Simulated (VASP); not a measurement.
# Hg (P6_222) in VASP: notebook

The runs below take Hg through single point, relaxation of cell and atoms, with PBE.

All numbers are computed with VASP 6.6.1; they aren't measurements. Logs are shortened: lines on timing, memory, paths and dates and some standing lists are left out, and cuts for length are marked.

### 1 The cell of the first run

It takes space group P6_222 (No. 180, hexagonal). Conventional cell: a = 5.954 Å, b = 5.954 Å, c = 3.504 Å, α = 90.00°, β = 90.00°, γ = 120.00°. Within 4.2 Å of Hg (site symmetry 222) lie 10 Hg at 3.20 to 3.78 Å.

### 2 Single point, PBE

Input file INCAR:

```
PREC     = Accurate       # precision mode
ENCUT    = 520            # plane-wave cutoff, eV
EDIFF    = 1E-7           # SCF threshold, eV
ISMEAR   = 0              # smearing method
SIGMA    = 0.1            # smearing width, eV
LREAL    = False          # projectors in reciprocal space
LASPH    = True           # aspherical terms in the spheres
NELM     = 100            # most SCF steps
ALGO     = Normal         # electronic algorithm
ISIF     = 2              # what is computed and relaxed
LWAVE    = False          # write WAVECAR
LCHARG   = False          # write CHGCAR
GGA      = PE             # functional
NBANDS   = 25             # bands
```

Input file KPOINTS:

```
regular mesh
0
Gamma
  3 3 6
```

Input file POSCAR:

```
Hg
1.0
    5.9539471821      0.0000000000      0.0000000000
   -2.9769735910      5.1562695125      0.0000000000
    0.0000000000      0.0000000000      3.5041742431
Hg
3
Direct
    0.0000000000      0.5000000000      0.6666666667
    0.5000000000      0.0000000000      0.0000000000
    0.5000000000      0.5000000000      0.3333333333
```

Potentials or basis: VASP PAW PBE potentials, release 64 (Hg).

Launch:

```sh
$ cat potpaw_PBE.64/Hg/POTCAR > POTCAR
$ mpirun -np 1 vasp_std > vasp.out
```

OUTCAR:

```text
PREC = Accurate
   ENCUT = 520
   EDIFF = 1E-7
   ISMEAR = 0
   LREAL = False
   LASPH = True
   NELM = 100
   ISIF = 2
   GGA = PE

 ion  position               nearest neighbor table
   1  0.000  0.500  0.667-   2 3.20   2 3.20   3 3.20   3 3.20   3 3.78   3 3.78   2 3.78   2 3.78

   2  0.500  0.000  0.000-   3 3.20   3 3.20   1 3.20   1 3.20   3 3.78   3 3.78   1 3.78   1 3.78

   3  0.500  0.500  0.333-   2 3.20   2 3.20   1 3.20   1 3.20   1 3.78   1 3.78   2 3.78   2 3.78

  LATTYP: Found a hexagonal cell.
 ALAT       =     5.9539471821
 C/A-ratio  =     0.5885464106

  Lattice vectors:

 A1 = (   5.9539471821,   0.0000000000,   0.0000000000)
 A2 = (  -2.9769735910,   5.1562695125,   0.0000000000)
 A3 = (   0.0000000000,   0.0000000000,   3.5041742431)

Analysis of symmetry for initial positions (statically):
=====================================================================
 Subroutine PRICEL returns:
 Original cell was already a primitive cell.

 Routine SETGRP: Setting up the symmetry group for a
 hexagonal supercell.

 Subroutine GETGRP returns: Found 12 space group operations
 (whereof  4 operations were pure point group operations)
 out of a pool of 24 trial point group operations.

The static configuration has the point symmetry D_2 .
 The point group associated with its full space group is D_6 .

Analysis of symmetry for dynamics (positions and initial velocities):
=====================================================================
 Subroutine PRICEL returns:
 Original cell was already a primitive cell.

 Routine SETGRP: Setting up the symmetry group for a
 hexagonal supercell.

 Subroutine GETGRP returns: Found 12 space group operations
 (whereof  4 operations were pure point group operations)
 out of a pool of 24 trial point group operations.

The dynamic configuration has the point symmetry D_2 .
 The point group associated with its full space group is D_6 .

 Subroutine INISYM returns: Found 12 space group operations
 (whereof  4 operations are pure point group operations),
 and found     1 'primitive' translations

----------------------------------------------------------------------------------------

                                     Primitive cell

  volume of cell :     107.5787

[... 72 lines left out ...]
   LNONCOLLINEAR =      F non collinear calculations
   LSORBIT =      F    spin-orbit coupling
   LASPH  =      T    aspherical Exc in radial PAW
   ENCUT  =  520.0 eV  38.22 Ry    6.18 a.u.  11.07 11.07  6.52*2*pi/ulx,y,z
   NELM   =    100;   NELMIN=  2; NELMDL= -5     # of ELM steps
   EDIFF  = 0.1E-06   stopping-criterion for ELM
   LREAL  =      F    real-space projection
   EDIFFG = 0.1E-05   stopping-criterion for IOM
   NSW    =      0    number of steps for IOM
   IBRION =     -1    ionic relax: 0-MD 1-quasi-New 2-CG
   NFREE  =      0    steps in history (QN), initial steepest desc. (CG)
   ISIF   =      2    stress and relaxation
   ISYM   =      2    0-nonsym 1-usesym 2-fastsym
   POTIM  = 0.5000    time-step for ionic-motion
   TEBEG  =    0.0;   TEEND  =   0.0 temperature during run
   PSTRESS=    0.0 pullay stress
   NELECT =      36.0000    total number of electrons
   NUPDOWN=      -1.0000    fix difference up-down
   EMIN   =  10.00;   EMAX   =-10.00  energy-range for DOS
   EFERMI =   0.00;   METHOD = LEGACY
   ISMEAR =     0;   SIGMA  =   0.10  broadening in eV -4-tet -1-fermi 0-gaus
   EFERMI_NEDOS =   21; number of points for ismear=-14 and -15
   IALGO  =     38    algorithm
   IMIX   =      4    mixing-type and parameters
     AMIX     =   0.40;   BMIX     =  1.00
     AMIX_MAG =   1.60;   BMIX_MAG =  1.00
  volume/ion in A,a.u.               =      35.86       241.99
  Fermi-wavevector in a.u.,A,eV,Ry     =   1.136581  2.147826 17.576216  1.291815
  Thomas-Fermi vector in A             =   2.273286
   LORBIT       =      0    0 simple, 1 ext, 2 COOP (PROOUT), +10 PAW based schemes
   GGA     = PE    functional components
   LHFCALC =     F    Hartree Fock is set to
   AEXX    =    0.0000 exact exchange contribution
   IVDW    =     0    specifies the selected vdW correction
   LEPSILON=     F    determine dielectric tensor
   LRPA    =     F    only Hartree local field effects (RPA)
 non-spin polarized calculation
 Gauss-broadening in eV      SIGMA  =   0.10
  energy-cutoff  :      520.00
  volume of cell :      107.58
 maximum number of plane-waves:      2931
 NGX is ok and might be reduce to    48
   NGX = 23   NGY = 23   NGZ = 13

 number of electron      35.9999996 magnetization

 Free energy of the ion-electron system (eV)
  ---------------------------------------------------
  ext. energy  EPLUGINS =         0.00000000
  ---------------------------------------------------
  free energy    TOTEN  =        -0.44647196 eV

  energy without entropy =       -0.44634802  energy(sigma->0) =       -0.44640999

 E-fermi :   0.1704     XC(G=0):  -8.4348

 val. band max:       -0.0174957354   @ k =   0.3333   0.3333   0.5000
 cond. band min:       0.3580034586   @ k =   0.0000   0.0000   0.3333
 fundamental gap:      0.3754991941
 Fermi energy:         0.1703735884

 k-point     1 :       0.0000    0.0000    0.0000
  band No.  band energies     occupation
      1      -7.1022      2.00000
      2      -6.5298      2.00000
      3      -6.5298      2.00000
      4      -6.3020      2.00000
      5      -6.3020      2.00000
      6      -6.0822      2.00000
[... 325 lines left out ...]
     24       7.1554      0.00000
     25       7.1993      0.00000

------------------------ aborting loop because EDIFF is reached ----------------------------------------

  FORCE on cell =-STRESS in cart. coord.  units (eV):
  Direction    XX          YY          ZZ          XY          YZ          ZX
  --------------------------------------------------------------------------------------
  -------------------------------------------------------------------------------------
  Total        0.2446933      0.2446933      0.1513355      0.0000000      0.0000000      0.0000000
  in kB        3.6442355      3.6442355      2.2538510      0.0000000      0.0000000      0.0000000
  external PRESSURE =       3.1807740 kB  Pullay stress =       0.0000000 kB

 VOLUME and BASIS-vectors are now :
 -----------------------------------------------------------------------------
  energy-cutoff  :      520.00
  volume of cell :      107.58
      direct lattice vectors                 reciprocal lattice vectors
     5.953947182  0.000000000  0.000000000     0.167955806  0.096969330  0.000000000
    -2.976973591  5.156269512  0.000000000     0.000000000  0.193938660  0.000000000
     0.000000000  0.000000000  3.504174243     0.000000000  0.000000000  0.285373937

 POSITION                                       TOTAL-FORCE (eV/Angst)
 -----------------------------------------------------------------------------------
     -1.48849      2.57813      2.33612        -0.000000      0.000000      0.000000
      2.97697      0.00000      0.00000        -0.000000      0.000000      0.000000
      1.48849      2.57813      1.16806         0.000000      0.000000     -0.000000
 -----------------------------------------------------------------------------------
    total drift:                               -0.000000     -0.000000      0.000000

  FREE ENERGIE OF THE ION-ELECTRON SYSTEM (eV)
  ---------------------------------------------------
  free  energy   TOTEN  =        -0.4464719561 eV

  energy  without entropy=       -0.4463480207  energy(sigma->0) =       -0.44640999
```

OSZICAR:

```text
N       E                     dE             d eps       ncg     rms          rms(c)
DAV:   1     0.272652472182E+03    0.27265E+03   -0.17752E+04   600   0.133E+03
DAV:   2     0.832903274386E+01   -0.26432E+03   -0.25059E+03   623   0.337E+02
DAV:   3    -0.447510851130E+00   -0.87765E+01   -0.87380E+01   678   0.656E+01
DAV:   4    -0.479770577513E+00   -0.32260E-01   -0.32244E-01   669   0.376E+00
DAV:   5    -0.479887472280E+00   -0.11689E-03   -0.11688E-03   680   0.213E-01    0.306E+00
DAV:   6    -0.447394543894E+00    0.32493E-01   -0.94676E-02   673   0.266E+00    0.238E+00
DAV:   7    -0.446048580355E+00    0.13460E-02   -0.17810E-02   662   0.964E-01    0.102E+00
DAV:   8    -0.446397976572E+00   -0.34940E-03   -0.23391E-03   632   0.450E-01    0.594E-02
DAV:   9    -0.446447252154E+00   -0.49276E-04   -0.71333E-05   693   0.708E-02    0.231E-02
DAV:  10    -0.446471965081E+00   -0.24713E-04   -0.36890E-05   612   0.443E-02    0.241E-03
DAV:  11    -0.446471956071E+00    0.90095E-08   -0.30709E-07   604   0.362E-03
   1 F= -.44647196E+00 E0= -.44640999E+00  d E =-.123935E-03
```

Wall time 31 s (1 thread of Intel Xeon Platinum 8259CL at 2.50GHz (Skylake/Cascade Lake), shared host); peak memory 0.23 GiB.

What came out:

- Free energy: -0.4465 eV
- Pressure: 0.3 GPa
- Band gap on the k mesh: zero (band 18 reaches 1.18 eV, above the bottom of band 19 at -0.10 eV)

Stress tensor (GPa, compression positive):
```
0.36 0.00 0.00
0.00 0.36 0.00
0.00 0.00 0.23
```

Caveat: the k points lie up to 0.41 Å⁻¹ apart; spin-orbit coupling is left out, which moves the levels of the heavy elements.

### 3 Relaxation of cell and atoms, PBE

This run uses another cell than the first one, of 35.39 Å³/atom, 0.987 times its volume.

Input file INCAR:

```
ALGO = Normal ; EDIFF = 1E-6
EDIFFG = -0.04 ; ENCUT = 600
GGA = PE ; IBRION = 2
ISIF = 3 ; ISMEAR = 0
LASPH = True ; LCHARG = False
LREAL = False ; LWAVE = False
NELM = 100 ; NSW = 90
PREC = Accurate ; SIGMA = 0.1
```

Input file KPOINTS:

```
k-points
0
Gamma
  3 3 6
```

Input file POSCAR:

```
Hg
1.0
    5.9220238382      0.0000000000      0.0000000000
   -2.9610119191      5.1286230857      0.0000000000
    0.0000000000      0.0000000000      3.4952890767
Hg
3
Direct
    0.0000000000      0.5000000000      0.6666666667
    0.5000000000      0.0000000000      0.0000000000
    0.5000000000      0.5000000000      0.3333333333
```

Potentials or basis: VASP PAW PBE potentials, release 64 (Hg).

Launch:

```sh
$ cat potpaw_PBE.64/Hg/POTCAR > POTCAR
$ mpirun -np 1 vasp_std > vasp.out
```

Wall time 67 s (1 thread of Intel Xeon Platinum 8259CL at 2.50GHz (Skylake/Cascade Lake), shared host); peak memory 0.26 GiB.

It converged, with:

| Item | Value |
| --- | --- |
| Free energy | -0.4509 eV |
| Relaxed volume | 37.34 Å³/atom |
| Relaxed cell | a = 6.041 Å, b = 6.041 Å, c = 3.545 Å, α = 90.00°, β = 90.00°, γ = 120.00° |
| Space group after relaxing (to 0.05 Å) | P6_222 (No. 180) |
| Energy gained by relaxing | 2.9 meV/atom |
| Ionic steps | 3 |
| Pressure after relaxing | 0.0 GPa |
| Band gap on the k mesh | zero (band 18 reaches 0.80 eV, above the bottom of band 19 at -0.19 eV) |

Stress tensor (GPa, compression positive):
```
 0.09  0.00  0.00
 0.00  0.09  0.00
 0.00  0.00 -0.11
```

The path:
```
step  energy change (eV)  largest force (eV/Å)  pressure (GPa)  volume (Å³)
   1              0.0000                0.0000            0.54       106.16
   2             -0.0050                0.0000            0.31       108.01
   3             -0.0088                0.0000            0.02       112.02
```

Final structure:
```
CELL_PARAMETERS angstrom
6.04066 0.00000 0.00000
-3.02033 5.23137 0.00000
0.00000 0.00000 3.54489
ATOMIC_POSITIONS crystal
Hg 0.00000 0.50000 0.66667
Hg 0.50000 0.00000 0.00000
Hg 0.50000 0.50000 0.33333
```

Levels at points of the mesh, in eV from the Fermi level:
```
           k point  band 14  band 15  band 16  band 17  band 18  band 19  band 20  band 21  band 22
(0.00, 0.00, 0.00)    -5.73    -5.57    -5.38    -1.02    -1.02    -0.16     1.52     1.52     5.57
(0.00, 0.00, 0.50)    -5.65    -5.51    -2.95    -2.95     0.83     2.91     2.91     3.79     3.79
```

Caveat: the k points lie up to 0.40 Å⁻¹ apart in the final cell; spin-orbit coupling is left out, which moves the levels of the heavy elements.

### 4 Single point, PBE

This run uses another cell than the first one, of 36.33 Å³/atom, 1.013 times its volume.

Input file INCAR:

```
PREC     = Accurate       # precision mode
ENCUT    = 520            # plane-wave cutoff, eV
EDIFF    = 1E-7           # SCF threshold, eV
ISMEAR   = 0              # smearing method
SIGMA    = 0.1            # smearing width, eV
LREAL    = False          # projectors in reciprocal space
LASPH    = True           # aspherical terms in the spheres
NELM     = 100            # most SCF steps
ALGO     = Normal         # electronic algorithm
ISIF     = 2              # what is computed and relaxed
LWAVE    = False          # write WAVECAR
LCHARG   = False          # write CHGCAR
GGA      = PE             # functional
NBANDS   = 25             # bands
```

Input file KPOINTS:

```
Automatic mesh
0
Gamma
  9 9 14
```

Input file POSCAR:

```
Hg
1.0
    5.9920149477      0.0000000000      0.0000000000
   -2.9960074738      5.1892371646      0.0000000000
    0.0000000000      0.0000000000      3.5048852202
Hg
3
Direct
    0.0000000000      0.5000000000      0.6666666667
    0.5000000000      0.0000000000      0.0000000000
    0.5000000000      0.5000000000      0.3333333333
```

Launch:

```sh
$ cat potpaw_PBE.64/Hg/POTCAR > POTCAR
$ mpirun -np 1 vasp_std > vasp.out
```

Run time: 3 min. Hardware: 1 thread of Intel Xeon Platinum 8259CL at 2.50GHz (Skylake/Cascade Lake), shared host; peak memory 0.37 GiB.

The run converged. Its results:

```yaml
Free_energy: -0.5011 eV
Pressure: 0.1 GPa
Band_gap_on_the_k_mesh: zero (band 18 reaches 1.05 eV, above the bottom of band 19 at -0.16 eV)
```

Levels at points of the mesh, in eV from the Fermi level:
```tsv
k point	band 14	band 15	band 16	band 17	band 18	band 19	band 20	band 21	band 22	band 23
(0.00, 0.00, 0.00)	-6.05	-5.89	-5.69	-1.27	-1.27	-0.55	1.17	1.17	5.30	7.99
(0.00, 0.00, 0.50)	-5.97	-5.83	-3.26	-3.26	0.66	2.65	2.65	3.54	3.54	3.56
```

Caveat: spin-orbit coupling is left out, which moves the levels of the heavy elements.

### 5 The runs side by side

| task | cell | k mesh | cutoff (eV) | gap on the mesh (eV) | pressure (GPa) |
| --- | --- | --- | --- | --- | --- |
| single point | a = 5.954, b = 5.954, c = 3.504 Å, angles 90.0, 90.0, 120.0°, 3 atoms | 3 × 3 × 6 | 520 | none | 0.3 |
| relaxation of cell and atoms | relaxed from a = 5.922, b = 5.922, c = 3.495 Å, angles 90.0, 90.0, 120.0°, 3 atoms | 3 × 3 × 6 | 600 | none | 0.0 |
| single point | a = 5.992, b = 5.992, c = 3.505 Å, angles 90.0, 90.0, 120.0°, 3 atoms | 9 × 9 × 14 | 520 | none | 0.1 |

Alike in all rows: level PBE; potentials or basis VASP PAW PBE potentials, release 64 (Hg); no spin polarisation; smearing gaussian 0.1 eV.

Caveats: some runs use coarse meshes; spin-orbit coupling is left out, which moves the levels of the heavy elements.

Absolute energies hang on the potentials; compare differences alone.
